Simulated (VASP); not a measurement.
# Si (Fm-3m) in VASP: further runs, part 2 of 2

VASP 6.6.1.

## (4) Single point, r2SCAN (volume scaled by 0.91)

File POSCAR:

```
Si
1.0
    0.0000000000      1.8473858356      1.8473858356
    1.8473858356      0.0000000000      1.8473858356
    1.8473858356      1.8473858356      0.0000000000
Si
1
Direct
    0.0000000000      0.0000000000      0.0000000000
```

File INCAR.step1:

```
SYSTEM = Si
PREC = Accurate ; ENCUT = 520
ISMEAR = 0 ; SIGMA = 0.1
LREAL = .FALSE. ; LASPH = .TRUE.
NELM = 80 ; NBANDS = 8
GGA = PE ; ALGO = Normal
EDIFF = 1E-4 ; LWAVE = .TRUE.
LCHARG = .FALSE.
```

File INCAR.step2:

```
SYSTEM = Si
PREC = Accurate ; ENCUT = 520
EDIFF = 1E-6 ; ISMEAR = 0
SIGMA = 0.1 ; LREAL = .FALSE.
LASPH = .TRUE. ; NELM = 80
ALGO = Normal ; ISIF = 2
LWAVE = .FALSE. ; LCHARG = .FALSE.
METAGGA = R2SCAN ; LMIXTAU = .TRUE.
NBANDS = 8 ; ISTART = 1
```

File KPOINTS:

```
Automatic mesh
0
G
  18 18 18
  0 0 0
```

Potentials or basis: VASP PAW PBE potentials, release 64 (Si).

Launch:

```sh
cat potpaw_PBE.64/Si/POTCAR > POTCAR
cp INCAR.step1 INCAR
mpirun -np 1 vasp_std > vasp.out
cp INCAR.step2 INCAR
mpirun -np 1 vasp_std > vasp.out
```

OUTCAR:

```text
SYSTEM = Si
   PREC = Accurate
   ENCUT = 520
   EDIFF = 1E-6
   ISMEAR = 0
   LREAL = .FALSE.
   LASPH = .TRUE.
   NELM = 80
   ISIF = 2
   METAGGA = R2SCAN
   ISTART = 1

 ion  position               nearest neighbor table
   1  0.000  0.000  0.000-

  LATTYP: Found a face centered cubic cell.
 ALAT       =     3.6947716712

  Lattice vectors:

 A1 = (   0.0000000000,   1.8473858356,   1.8473858356)
 A2 = (   1.8473858356,   0.0000000000,   1.8473858356)
 A3 = (   1.8473858356,   1.8473858356,   0.0000000000)

Analysis of symmetry for initial positions (statically):
=====================================================================
 Subroutine PRICEL returns:
 Original cell was already a primitive cell.

 Routine SETGRP: Setting up the symmetry group for a
 face centered cubic supercell.

 Subroutine GETGRP returns: Found 48 space group operations
 (whereof 48 operations were pure point group operations)
 out of a pool of 48 trial point group operations.

The static configuration has the point symmetry O_h .

Analysis of symmetry for dynamics (positions and initial velocities):
=====================================================================
 Subroutine PRICEL returns:
 Original cell was already a primitive cell.

 Routine SETGRP: Setting up the symmetry group for a
 face centered cubic supercell.

 Subroutine GETGRP returns: Found 48 space group operations
 (whereof 48 operations were pure point group operations)
 out of a pool of 48 trial point group operations.

The dynamic configuration has the point symmetry O_h .

 Subroutine INISYM returns: Found 48 space group operations
 (whereof 48 operations are pure point group operations),
 and found     1 'primitive' translations

----------------------------------------------------------------------------------------

                                     Primitive cell

  volume of cell :      12.6096

[... 102 lines left out ...]
   EFERMI_NEDOS =   21; number of points for ismear=-14 and -15
   IALGO  =     38    algorithm
   IMIX   =      4    mixing-type and parameters
     AMIX     =   0.40;   BMIX     =  1.00
     AMIX_MAG =   1.60;   BMIX_MAG =  1.00
  volume/ion in A,a.u.               =      12.61        85.09
  Fermi-wavevector in a.u.,A,eV,Ry     =   1.116505  2.109888 16.960788  1.246583
  Thomas-Fermi vector in A             =   2.253119
   LORBIT       =      0    0 simple, 1 ext, 2 COOP (PROOUT), +10 PAW based schemes
   METAGGA = R2SCAN    functional components
   LHFCALC =     F    Hartree Fock is set to
   AEXX    =    0.0000 exact exchange contribution
   IVDW    =     0    specifies the selected vdW correction
   LEPSILON=     F    determine dielectric tensor
   LRPA    =     F    only Hartree local field effects (RPA)
 non-spin polarized calculation
 Gauss-broadening in eV      SIGMA  =   0.10
  energy-cutoff  :      520.00
  volume of cell :       12.61
 maximum number of plane-waves:       348
   NGX =  9   NGY =  9   NGZ =  9

 number of electron       4.0000000 magnetization

 Free energy of the ion-electron system (eV)
  ---------------------------------------------------
  ext. energy  EPLUGINS =         0.00000000
  ---------------------------------------------------
  free energy    TOTEN  =        -7.99347342 eV

  energy without entropy =       -7.99157731  energy(sigma->0) =       -7.99252537

 E-fermi :  12.2500     XC(G=0): -12.5942

 val. band max:       12.2467038592   @ k =  -0.2778   0.2778   0.0556
 cond. band min:      12.2669525001   @ k =  -0.3889   0.3889   0.1667
 fundamental gap:      0.0202486409
 Fermi energy:        12.2499966791

 k-point     1 :       0.0000    0.0000    0.0000
  band No.  band energies     occupation
      1      -4.6377      2.00000
      2      25.3397      0.00000
      3      25.3397      0.00000
      4      25.3397      0.00000
      5      26.0166      0.00000
      6      26.0166      0.00000
      7      26.0166      0.00000
      8      31.1466      0.00000
[... 243 lines left out ...]
 k-point    24 :      -0.2222    0.0556    0.0000
  band No.  band energies     occupation
      1      -2.5884      2.00000
      2      14.1208      0.00000
      3      20.7402      0.00000
      4      24.1121      0.00000
      5      26.5721      0.00000
      6      28.1111      0.00000
      7      28.3681      0.00000
      8      31.2062      0.00000

 [... further k-points ...]
[... 5 lines left out ...]
  --------------------------------------------------------------------------------------
  -------------------------------------------------------------------------------------
  Total        0.7473068      0.7473068      0.7473068      0.0000000      0.0000000     -0.0000000
  in kB       94.9525593     94.9525593     94.9525593      0.0000000      0.0000000     -0.0000000
  external PRESSURE =      94.9525593 kB  Pullay stress =       0.0000000 kB

 VOLUME and BASIS-vectors are now :
 -----------------------------------------------------------------------------
  energy-cutoff  :      520.00
  volume of cell :       12.61
      direct lattice vectors                 reciprocal lattice vectors
     0.000000000  1.847385836  1.847385836    -0.270652719  0.270652719  0.270652719
     1.847385836  0.000000000  1.847385836     0.270652719 -0.270652719  0.270652719
     1.847385836  1.847385836  0.000000000     0.270652719  0.270652719 -0.270652719

 POSITION                                       TOTAL-FORCE (eV/Angst)
 -----------------------------------------------------------------------------------
      0.00000      0.00000      0.00000         0.000000     -0.000000      0.000000
 -----------------------------------------------------------------------------------
    total drift:                               -0.000000     -0.000000     -0.000000

  FREE ENERGIE OF THE ION-ELECTRON SYSTEM (eV)
  ---------------------------------------------------
  free  energy   TOTEN  =        -7.9934734222 eV

  energy  without entropy=       -7.9915773129  energy(sigma->0) =       -7.99252537
```

OUTCAR.step1:

```text
SYSTEM = Si
   PREC = Accurate
   ENCUT = 520
   ISMEAR = 0
   LREAL = .FALSE.
   LASPH = .TRUE.
   NELM = 80
[... 480 lines left out ...]
 -----------------------------------------------------------------------------------
      0.00000      0.00000      0.00000         0.000000      0.000000      0.000000
 -----------------------------------------------------------------------------------
    total drift:                                0.000000      0.000000     -0.000000

  FREE ENERGIE OF THE ION-ELECTRON SYSTEM (eV)
  ---------------------------------------------------
  free  energy   TOTEN  =        -4.8067461871 eV

  energy  without entropy=       -4.8044463296  energy(sigma->0) =       -4.80559626
```

OSZICAR.step1:

```text
N       E                     dE             d eps       ncg     rms          rms(c)
DAV:   1    -0.216897316110E+01   -0.21690E+01   -0.18592E+03  3392   0.386E+02
DAV:   2    -0.482054865522E+01   -0.26516E+01   -0.25245E+01  4664   0.316E+01
DAV:   3    -0.483299648732E+01   -0.12448E-01   -0.12445E-01  3416   0.237E+00
DAV:   4    -0.483300684689E+01   -0.10360E-04   -0.10359E-04  5400   0.752E-02
DAV:   5    -0.483300684809E+01   -0.11986E-08   -0.12529E-08  3304   0.419E-04    0.347E+00
DAV:   6    -0.481653375526E+01    0.16473E-01   -0.37245E-03  3728   0.275E-01    0.193E+00
DAV:   7    -0.480680174104E+01    0.97320E-02   -0.77459E-03  3744   0.399E-01    0.151E-01
DAV:   8    -0.480674618709E+01    0.55554E-04   -0.26690E-05  4000   0.416E-02
   1 F= -.48067462E+01 E0= -.48055963E+01  d E =-.229986E-02
```

Wall time 32 s (1 thread of AMD EPYC 9R45 (Zen 5), shared host); peak memory 0.1 GiB.

What came out:

```
Free energy            : -7.9935 eV
Pressure               : 9.5 GPa
Band gap on the k mesh : zero (band 2 reaches 25.34 eV, above the bottom of band 3 at 8.62 eV)
```

Caveat: the PAW data sets were made with another functional, which shifts forces and pressure a little.

## (5) Single point, r2SCAN (volume scaled by 0.94)

File POSCAR:

```
Si
1.0
    0.0000000000      1.8674676897      1.8674676897
    1.8674676897      0.0000000000      1.8674676897
    1.8674676897      1.8674676897      0.0000000000
Si
1
Direct
    0.0000000000      0.0000000000      0.0000000000
```

File INCAR.step1:

```
  PREC = Accurate
  ENCUT = 520
  ISMEAR = 0
  SIGMA = 0.1
  LREAL = F
  LASPH = T
  NELM = 60
  NBANDS = 8
  GGA = PE
  ALGO = Normal
  EDIFF = 1E-4
  LWAVE = T
  LCHARG = F
```

File INCAR.step2:

```
  PREC = Accurate
  ENCUT = 520
  EDIFF = 1E-6
  ISMEAR = 0
  SIGMA = 0.1
  LREAL = F
  LASPH = T
  NELM = 60
  ALGO = Normal
  ISIF = 2
  LWAVE = F
  LCHARG = F
  METAGGA = R2SCAN
  LMIXTAU = T
  NBANDS = 8
  ISTART = 1
```

File KPOINTS:

```
Automatic mesh
0
Gamma
  18 18 18
```

Potentials or basis: VASP PAW PBE potentials, release 64 (Si).

Launch:

```sh
cat potpaw_PBE.64/Si/POTCAR > POTCAR
cp INCAR.step1 INCAR
mpirun -np 1 vasp_std > vasp.out
cp INCAR.step2 INCAR
mpirun -np 1 vasp_std > vasp.out
```

OUTCAR:

```text
PREC = Accurate
   ENCUT = 520
   EDIFF = 1E-6
   ISMEAR = 0
   LREAL = F
   LASPH = T
   NELM = 60
   ISIF = 2
   METAGGA = R2SCAN
   ISTART = 1

 ion  position               nearest neighbor table
   1  0.000  0.000  0.000-

  LATTYP: Found a face centered cubic cell.
 ALAT       =     3.7349353794

  Lattice vectors:

 A1 = (   0.0000000000,   1.8674676897,   1.8674676897)
 A2 = (   1.8674676897,   0.0000000000,   1.8674676897)
[... 190 lines left out ...]
      8      30.4720      0.00000
[... 243 lines left out ...]
 k-point    24 :      -0.2222    0.0556    0.0000
  band No.  band energies     occupation
      1      -2.7632      2.00000
      2      13.6212      0.00000
      3      20.0686      0.00000
      4      23.3198      0.00000
      5      25.8725      0.00000
      6      27.2932      0.00000
      7      27.5803      0.00000
      8      30.4042      0.00000

 [... further k-points ...]
[... 5 lines left out ...]
  --------------------------------------------------------------------------------------
  -------------------------------------------------------------------------------------
  Total        0.4768678      0.4768678      0.4768678      0.0000000      0.0000000      0.0000000
  in kB       58.6569194     58.6569194     58.6569194      0.0000000      0.0000000      0.0000000
  external PRESSURE =      58.6569194 kB  Pullay stress =       0.0000000 kB

 VOLUME and BASIS-vectors are now :
 -----------------------------------------------------------------------------
  energy-cutoff  :      520.00
  volume of cell :       13.03
      direct lattice vectors                 reciprocal lattice vectors
     0.000000000  1.867467690  1.867467690    -0.267742249  0.267742249  0.267742249
     1.867467690  0.000000000  1.867467690     0.267742249 -0.267742249  0.267742249
     1.867467690  1.867467690  0.000000000     0.267742249  0.267742249 -0.267742249

 POSITION                                       TOTAL-FORCE (eV/Angst)
 -----------------------------------------------------------------------------------
      0.00000      0.00000      0.00000         0.000000      0.000000      0.000000
 -----------------------------------------------------------------------------------
    total drift:                                0.000000     -0.000000     -0.000000

  FREE ENERGIE OF THE ION-ELECTRON SYSTEM (eV)
  ---------------------------------------------------
  free  energy   TOTEN  =        -8.0133087437 eV

  energy  without entropy=       -8.0111424803  energy(sigma->0) =       -8.01222561
```

It took 32 s on 1 thread of AMD EPYC 9R45 (Zen 5), shared host; peak memory 0.1 GiB.

Results:

```yaml
Free_energy: -8.0133 eV
Pressure: 5.9 GPa
Band_gap_on_the_k_mesh: zero (band 2 reaches 24.73 eV, above the bottom of band 3 at 8.20 eV)
```

Caveat: the PAW data sets were made with another functional, which shifts forces and pressure a little.

## (6) Single point, r2SCAN (volume scaled by 0.97)

File POSCAR:

```
Si
1.0
    0.0000000000      1.8871266890      1.8871266890
    1.8871266890      0.0000000000      1.8871266890
    1.8871266890      1.8871266890      0.0000000000
Si
1
Direct
    0.0000000000      0.0000000000      0.0000000000
```

File INCAR.step1:

```
PREC = Accurate
ENCUT = 520
ISMEAR = 0
SIGMA = 0.1
LREAL = False
LASPH = True
NELM = 100
NBANDS = 8
GGA = PE
ALGO = Normal
EDIFF = 1E-4
LWAVE = True
LCHARG = False
```

File INCAR.step2:

```
PREC = Accurate
ENCUT = 520
EDIFF = 1E-6
ISMEAR = 0
SIGMA = 0.1
LREAL = False
LASPH = True
NELM = 100
ALGO = Normal
ISIF = 2
LWAVE = False
LCHARG = True
METAGGA = R2SCAN
LMIXTAU = True
LELF = True
LVHAR = True
NBANDS = 8
ISTART = 1
```

KPOINTS is that of step 5.

Potentials or basis: VASP PAW PBE potentials, release 64 (Si).

Launch:

```sh
cat potpaw_PBE.64/Si/POTCAR > POTCAR
cp INCAR.step1 INCAR
mpirun -np 1 vasp_std > vasp.out
cp INCAR.step2 INCAR
mpirun -np 1 vasp_std > vasp.out
```

Wall time 34 s (1 thread of AMD EPYC 9R45 (Zen 5), shared host); peak memory 0.1 GiB.

The run converged. Its results:

```
Free energy            : -8.0243 eV
Pressure               : 2.7 GPa
Band gap on the k mesh : zero (band 2 reaches 24.15 eV, above the bottom of band 3 at 7.86 eV)
```

Levels at points of the mesh, in eV from the Fermi level:
| k point | band 1 | band 2 | band 3 | band 4 | band 5 | band 6 |
| --- | --- | --- | --- | --- | --- | --- |
| (0.00, 0.00, 0.00) | -16.21 | 12.83 | 12.83 | 12.83 | 12.87 | 12.87 |
| (0.50, 0.00, 0.00) | -8.34 | -8.10 | 9.86 | 9.86 | 11.58 | 11.58 |
| (0.50, 0.50, 0.00) | -6.29 | -4.82 | 3.54 | 3.54 | 4.30 | 7.83 |

Caveat: the PAW data sets were made with another functional, which shifts forces and pressure a little.

## (7) Overview

| cell | k mesh | gap on the mesh (eV) | pressure (GPa) |
| --- | --- | --- | --- |
| a = 2.702 Å, angles 60.0°, 1 atom | 8 × 8 × 8 | none | -2.2 |
| a = 2.584 Å, angles 60.0°, 1 atom | 18 × 18 × 18 | none | 14.0 |
| a = 2.613 Å, angles 60.0°, 1 atom | 18 × 18 × 18 | none | 9.5 |
| a = 2.641 Å, angles 60.0°, 1 atom | 18 × 18 × 18 | none | 5.9 |
| a = 2.669 Å, angles 60.0°, 1 atom | 18 × 18 × 18 | none | 2.7 |

Alike in all rows: task single point; level r2SCAN; potentials or basis VASP PAW PBE potentials, release 64 (Si); no spin polarisation; cutoff (eV) 520; smearing gaussian 0.1 eV.

Caveats: the PAW data sets were made with another functional, which shifts forces and pressure a little.

Total energies depend on the potentials used, so only differences within one code and one set of settings carry meaning.
